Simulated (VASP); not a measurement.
# KF (Fm-3m) in VASP: a series of runs

Runs on KF. Level: PBEsol. Tasks: single point.

Program: VASP 6.6.1. These are calculated values, not measurements. Logs are shortened: lines on timing, memory, paths and dates and some standing lists are left out, and cuts for length are marked.

## 1. The cell of the first run

Symmetry: Fm-3m, No. 225, cubic system. The conventional cell has a = 4.214 Å, b = 4.214 Å, c = 4.214 Å, α = 90.00°, β = 90.00°, γ = 90.00°. K (site symmetry m-3m) has 6 F at 2.11 Å within 2.8 Å. F (site symmetry m-3m) has 6 K at 2.11 Å within 2.8 Å.

## 2. Single point, PBEsol

File INCAR:

```
PREC = Accurate
ENCUT = 520
EDIFF = 1E-6
ISMEAR = -1
SIGMA = 0.03
LREAL = F
LASPH = T
NELM = 60
ALGO = Normal
ISIF = 2
LWAVE = F
LCHARG = F
GGA = PS
NBANDS = 15
```

File KPOINTS:

```
regular mesh
0
Gamma
  9 9 9
```

File POSCAR:

```
KF
1.0
    0.0000000000      2.1068093157      2.1068093157
    2.1068093157      0.0000000000      2.1068093157
    2.1068093157      2.1068093157      0.0000000000
K F
1 1
Direct
    0.0000000000      0.0000000000      0.0000000000
    0.5000000000      0.5000000000      0.5000000000
```

Potentials or basis: VASP PAW PBE potentials, release 64 (K_sv, F).

The run is started by

```sh
cat potpaw_PBE.64/K_sv/POTCAR potpaw_PBE.64/F/POTCAR > POTCAR
mpirun -np 1 vasp_std > vasp.out
```

OUTCAR:

```text
PREC = Accurate
   ENCUT = 520
   EDIFF = 1E-6
   ISMEAR = -1
   LREAL = F
   LASPH = T
   NELM = 60
   ISIF = 2
   GGA = PS

 ion  position               nearest neighbor table
   1  0.000  0.000  0.000-   2 2.11   2 2.11   2 2.11   2 2.11   2 2.11   2 2.11
   2  0.500  0.500  0.500-   1 2.11   1 2.11   1 2.11   1 2.11   1 2.11   1 2.11

  LATTYP: Found a face centered cubic cell.
 ALAT       =     4.2136186314

  Lattice vectors:

 A1 = (   0.0000000000,   2.1068093157,   2.1068093157)
 A2 = (   2.1068093157,   0.0000000000,   2.1068093157)
 A3 = (   2.1068093157,   2.1068093157,   0.0000000000)

Analysis of symmetry for initial positions (statically):
=====================================================================
 Subroutine PRICEL returns:
 Original cell was already a primitive cell.

 Routine SETGRP: Setting up the symmetry group for a
 face centered cubic supercell.

 Subroutine GETGRP returns: Found 48 space group operations
 (whereof 48 operations were pure point group operations)
 out of a pool of 48 trial point group operations.

The static configuration has the point symmetry O_h .

Analysis of symmetry for dynamics (positions and initial velocities):
=====================================================================
 Subroutine PRICEL returns:
 Original cell was already a primitive cell.

 Routine SETGRP: Setting up the symmetry group for a
 face centered cubic supercell.

 Subroutine GETGRP returns: Found 48 space group operations
 (whereof 48 operations were pure point group operations)
 out of a pool of 48 trial point group operations.

The dynamic configuration has the point symmetry O_h .

 Subroutine INISYM returns: Found 48 space group operations
 (whereof 48 operations are pure point group operations),
 and found     1 'primitive' translations

----------------------------------------------------------------------------------------

                                     Primitive cell

  volume of cell :      18.7028

  direct lattice vectors                    reciprocal lattice vectors
     0.000000000  2.106809316  2.106809316    -0.237325702  0.237325702  0.237325702
     2.106809316  0.000000000  2.106809316     0.237325702 -0.237325702  0.237325702
     2.106809316  2.106809316  0.000000000     0.237325702  0.237325702 -0.237325702

  length of vectors
     2.979478308  2.979478308  2.979478308     0.411060174  0.411060174  0.411060174

  position of ions in fractional coordinates (direct lattice)
     0.000000000  0.000000000  0.000000000
     0.500000000  0.500000000  0.500000000

  ion indices of the primitive-cell ions
   primitive index   ion index
                 1           1
                 2           2

----------------------------------------------------------------------------------------

 KPOINTS: regular mesh

Automatic generation of k-mesh.
 Grid dimensions read from file:
 generate k-points for:    9    9    9

 Generating k-lattice:

  Cartesian coordinates                     Fractional coordinates (reciprocal lattice)
    -0.026369522  0.026369522  0.026369522     0.111111111  0.000000000  0.000000000
     0.026369522 -0.026369522  0.026369522     0.000000000  0.111111111  0.000000000
     0.026369522  0.026369522 -0.026369522     0.000000000  0.000000000  0.111111111

  Length of vectors
     0.045673353  0.045673353  0.045673353

  Shift w.r.t. Gamma in fractional coordinates (k-lattice)
     0.000000000  0.000000000  0.000000000

 Subroutine IBZKPT returns following result:
 ===========================================

 Found     35 irreducible k-points:

 Following reciprocal coordinates:
            Coordinates               Weight
  0.000000  0.000000  0.000000      1.000000
  0.111111  0.000000  0.000000      8.000000
  0.222222  0.000000  0.000000      8.000000
  0.333333  0.000000  0.000000      8.000000
  0.444444  0.000000  0.000000      8.000000
  0.111111  0.111111  0.000000      6.000000
[... 16 lines left out ...]
 -0.333333  0.333333  0.000000     12.000000
  0.444444  0.444444  0.000000      6.000000
 [... further k-points ...]
   k-points           NKPTS =     35   k-points in BZ     NKDIM =     35   number of bands    NBANDS=     15
   number of dos      NEDOS =    301   number of ions     NIONS =      2
   total plane-waves  NPLWV =  13824
   dimension x,y,z NGX =    24 NGY =   24 NGZ =   24
   dimension x,y,z NGXF=    48 NGYF=   48 NGZF=   48
   ions per type =               1   1
   NGX,Y,Z   is equivalent  to a cutoff of  13.39, 13.39, 13.39 a.u.
   NGXF,Y,Z  is equivalent  to a cutoff of  26.78, 26.78, 26.78 a.u.
 SYSTEM =  unknown system
   PREC   = accura    normal or accurate (medium, high low for compatibility)
   ISTART =      0    job   : 0-new  1-cont  2-samecut
   ICHARG =      2    charge: 1-file 2-atom 10-const
   ISPIN  =      1    spin polarized calculation?
   LNONCOLLINEAR =      F non collinear calculations
   LSORBIT =      F    spin-orbit coupling
   LASPH  =      T    aspherical Exc in radial PAW
   ENCUT  =  520.0 eV  38.22 Ry    6.18 a.u.   5.54  5.54  5.54*2*pi/ulx,y,z
   NELM   =     60;   NELMIN=  2; NELMDL= -5     # of ELM steps
   EDIFF  = 0.1E-05   stopping-criterion for ELM
   LREAL  =      F    real-space projection
   EDIFFG = 0.1E-04   stopping-criterion for IOM
   NSW    =      0    number of steps for IOM
   IBRION =     -1    ionic relax: 0-MD 1-quasi-New 2-CG
   NFREE  =      0    steps in history (QN), initial steepest desc. (CG)
   ISIF   =      2    stress and relaxation
   ISYM   =      2    0-nonsym 1-usesym 2-fastsym
   POTIM  = 0.5000    time-step for ionic-motion
   TEBEG  =    0.0;   TEEND  =   0.0 temperature during run
   PSTRESS=    0.0 pullay stress
   NELECT =      16.0000    total number of electrons
   NUPDOWN=      -1.0000    fix difference up-down
   EMIN   =  10.00;   EMAX   =-10.00  energy-range for DOS
   EFERMI =   0.00;   METHOD = LEGACY
   ISMEAR =    -1;   SIGMA  =   0.03  broadening in eV -4-tet -1-fermi 0-gaus
   EFERMI_NEDOS =   21; number of points for ismear=-14 and -15
   IALGO  =     38    algorithm
   IMIX   =      4    mixing-type and parameters
     AMIX     =   0.40;   BMIX     =  1.00
     AMIX_MAG =   1.60;   BMIX_MAG =  1.00
  volume/ion in A,a.u.               =       9.35        63.11
  Fermi-wavevector in a.u.,A,eV,Ry     =   1.554102  2.936827 32.861252  2.415234
  Thomas-Fermi vector in A             =   2.658237
   LORBIT       =      0    0 simple, 1 ext, 2 COOP (PROOUT), +10 PAW based schemes
   GGA     = PS    functional components
   LHFCALC =     F    Hartree Fock is set to
   AEXX    =    0.0000 exact exchange contribution
   IVDW    =     0    specifies the selected vdW correction
   LEPSILON=     F    determine dielectric tensor
   LRPA    =     F    only Hartree local field effects (RPA)
 non-spin polarized calculation
  energy-cutoff  :      520.00
  volume of cell :       18.70
 maximum number of plane-waves:       531
 NGX is ok and might be reduce to    24
   NGX = 11   NGY = 11   NGZ = 11

 number of electron      16.0000009 magnetization

 Free energy of the ion-electron system (eV)
  ---------------------------------------------------
  ext. energy  EPLUGINS =         0.00000000
  ---------------------------------------------------
  free energy    TOTEN  =        -4.54997450 eV

  energy without entropy =       -4.54997450  energy(sigma->0) =       -4.54997450

 E-fermi :   2.8655     XC(G=0): -12.5119

 val. band max:        2.2227534715   @ k =  -0.4444   0.4444   0.0000
 cond. band min:       7.9702863496   @ k =   0.4444   0.4444   0.0000
 fundamental gap:      5.7475328781
 Fermi energy:         2.8654778945

 k-point     1 :       0.0000    0.0000    0.0000
  band No.  band energies     occupation
      1     -25.7374      2.00000
      2     -17.3462      2.00000
      3      -6.6929      2.00000
      4      -6.6929      2.00000
      5      -6.6929      2.00000
      6       0.8251      2.00000
      7       0.8251      2.00000
      8       0.8251      2.00000
      9      12.3595      0.00000
     10      12.3595      0.00000
     11      12.3595      0.00000
     12      12.4302      0.00000
     13      15.4381      0.00000
     14      15.4381      0.00000
     15      21.5779      0.00000

 k-point     2 :       0.1111    0.0000    0.0000
  band No.  band energies     occupation
      1     -25.5736      2.00000
      2     -17.5937      2.00000
      3      -6.7388      2.00000
      4      -6.6850      2.00000
      5      -6.6850      2.00000
      6       0.5304      2.00000
      7       0.5711      2.00000
      8       0.5711      2.00000
      9      12.1039      0.00000
     10      12.7204      0.00000
     11      12.7204      0.00000
     12      13.0636      0.00000
     13      15.8997      0.00000
     14      15.8997      0.00000
     15      22.8101      0.00000

 k-point     3 :       0.2222    0.0000    0.0000
  band No.  band energies     occupation
      1     -25.1088      2.00000
      2     -18.2710      2.00000
      3      -6.8551      2.00000
      4      -6.6576      2.00000
      5      -6.6576      2.00000
      6      -0.1376      2.00000
      7      -0.0359      2.00000
      8      -0.0359      2.00000
      9      11.8326      0.00000
     10      13.7138      0.00000
     11      13.7138      0.00000
     12      14.6400      0.00000
     13      17.1093      0.00000
     14      17.1093      0.00000
     15      25.6019      0.00000

 k-point     4 :       0.3333    0.0000    0.0000
  band No.  band energies     occupation
      1     -24.4442      2.00000
      2     -19.1771      2.00000
      3      -6.9839      2.00000
      4      -6.6115      2.00000
      5      -6.6115      2.00000
      6      -0.8050      2.00000
      7      -0.6796      2.00000
      8      -0.6796      2.00000
      9      11.9712      0.00000
     10      15.0221      0.00000
     11      15.0221      0.00000
     12      16.4124      0.00000
     13      18.7177      0.00000
     14      18.7177      0.00000
     15      27.5003      0.00000
[... 307 lines left out ...]
 k-point    22 :      -0.4444    0.3333    0.0000
  band No.  band energies     occupation
      1     -23.5165      2.00000
      2     -19.4076      2.00000
      3      -9.9171      2.00000
      4      -7.9687      2.00000
      5      -7.8158      2.00000
      6       0.6384      2.00000
      7       0.6609      2.00000
      8       1.8268      2.00000
      9       9.7675      0.00000
     10      15.5161      0.00000
     11      16.7039      0.00000
     12      18.2409      0.00000
     13      19.2120      0.00000
     14      23.5618      0.00000
     15      25.3842      0.00000

 k-point    23 :      -0.3333    0.3333    0.0000
  band No.  band energies     occupation
      1     -23.4811      2.00000
      2     -19.6575      2.00000
      3      -9.6283      2.00000
      4      -7.6499      2.00000
      5      -7.3774      2.00000
      6      -0.0917      2.00000
      7      -0.0762      2.00000
      8       1.8335      2.00000
      9      11.5325      0.00000
     10      13.9515      0.00000
     11      17.0248      0.00000
     12      17.4199      0.00000
     13      19.5219      0.00000
     14      24.4696      0.00000
     15      26.2298      0.00000

 k-point    24 :       0.4444    0.4444    0.0000
  band No.  band energies     occupation
      1     -23.6604      2.00000
      2     -18.9438      2.00000
      3     -10.3476      2.00000
      4      -8.2466      2.00000
      5      -8.2466      2.00000
      6       1.5352      2.00000
      7       1.5353      2.00000
      8       2.0475      2.00000
      9       7.9703      0.00000
     10      15.7197      0.00000
     11      17.9730      0.00000
     12      19.4294      0.00000
     13      19.5176      0.00000
     14      19.5176      0.00000
     15      27.5551      0.00000

 [... further k-points ...]
[... 5 lines left out ...]
  --------------------------------------------------------------------------------------
  -------------------------------------------------------------------------------------
  Total       15.5859004     15.5859004     15.5859004      0.0000000      0.0000000      0.0000000
  in kB     1335.1707024   1335.1707024   1335.1707024      0.0000000      0.0000000      0.0000000
  external PRESSURE =    1335.1707024 kB  Pullay stress =       0.0000000 kB

 VOLUME and BASIS-vectors are now :
 -----------------------------------------------------------------------------
  energy-cutoff  :      520.00
  volume of cell :       18.70
      direct lattice vectors                 reciprocal lattice vectors
     0.000000000  2.106809316  2.106809316    -0.237325702  0.237325702  0.237325702
     2.106809316  0.000000000  2.106809316     0.237325702 -0.237325702  0.237325702
     2.106809316  2.106809316  0.000000000     0.237325702  0.237325702 -0.237325702

 POSITION                                       TOTAL-FORCE (eV/Angst)
 -----------------------------------------------------------------------------------
      0.00000      0.00000      0.00000         0.000000      0.000000      0.000000
      2.10681      2.10681      2.10681        -0.000000     -0.000000     -0.000000
 -----------------------------------------------------------------------------------
    total drift:                                0.000000     -0.000000      0.000000

  FREE ENERGIE OF THE ION-ELECTRON SYSTEM (eV)
  ---------------------------------------------------
  free  energy   TOTEN  =        -4.5499744977 eV

  energy  without entropy=       -4.5499744977  energy(sigma->0) =       -4.54997450
```

Run time: 18 s. Hardware: 1 thread of Intel Xeon 8259CL, shared host; peak memory 0.14 GiB.

Results:

```yaml
Free_energy: -4.5500 eV
Pressure: 133.5 GPa
Band_gap_on_the_k_mesh: 5.75 eV (least direct gap 5.92 eV)
```

Levels at points of the mesh, in eV from the valence-band top:
| k point | band 4 | band 5 | band 6 | band 7 | band 8 | band 9 | band 10 | band 11 | band 12 | band 13 |
| --- | --- | --- | --- | --- | --- | --- | --- | --- | --- | --- |
| (0.00, 0.00, 0.00) | -8.92 | -8.92 | -1.40 | -1.40 | -1.40 | 10.14 | 10.14 | 10.14 | 10.21 | 13.22 |

Caveat: the cell stands under pressure; the PAW data sets were made with another functional, which shifts forces and pressure a little; an odd mesh through Γ misses points on the zone boundary, where band edges can lie.

[end of part 1 of 2]
